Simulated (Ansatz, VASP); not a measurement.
Au: VASP beside Ansatz

```
Au
1.0
     1.55744    0.89919    7.52703
    -1.55744    0.89919    7.52703
     0.00000   -1.79838    7.52703
Au
3
Direct
  0.00000 0.00000 0.00000
  0.22222 0.22222 0.22222
  0.77778 0.77778 0.77778
```

Alike in both runs: task single point; functional r2SCAN; k mesh 6 × 6 × 6; occupations gaussian, width 0.1 eV; no spin polarisation.

|  | VASP | Ansatz |
| --- | --- | --- |
| version | VASP 6.6.1 | Ansatz 0.2.0 |
| potentials or method | VASP PAW PBE potentials, release 64 (Au), cutoff 520 eV | scalar-relativistic, plane waves, PAW |
| valence electrons in the cell | 33 | 57 |

```csv
,VASP,Ansatz,Ansatz less VASP
gap on the k mesh at the Fermi level (eV),none,none,-
pressure (GPa),-15.4,-15.4,-0.06
"traceless stress, the component that is largest in VASP (GPa)",-0.64,-0.65,-0.005
rms of the force components (eV/Å),0.004,0.004,+0.0001
```

VASP's potentials were made for PBE, not for r2SCAN. Atom by atom the forces differ by 0.000 eV/Å (rms over components). A gap of «none» marks a metal or a gap that the smearing closes. VASP's potentials hold 33 valence electrons a cell and Ansatz's 57, so a difference there can come from the potentials and not from the codes.

The k mesh is coarse, so the values compare programs but aren't converged. Spin-orbit coupling is off throughout.
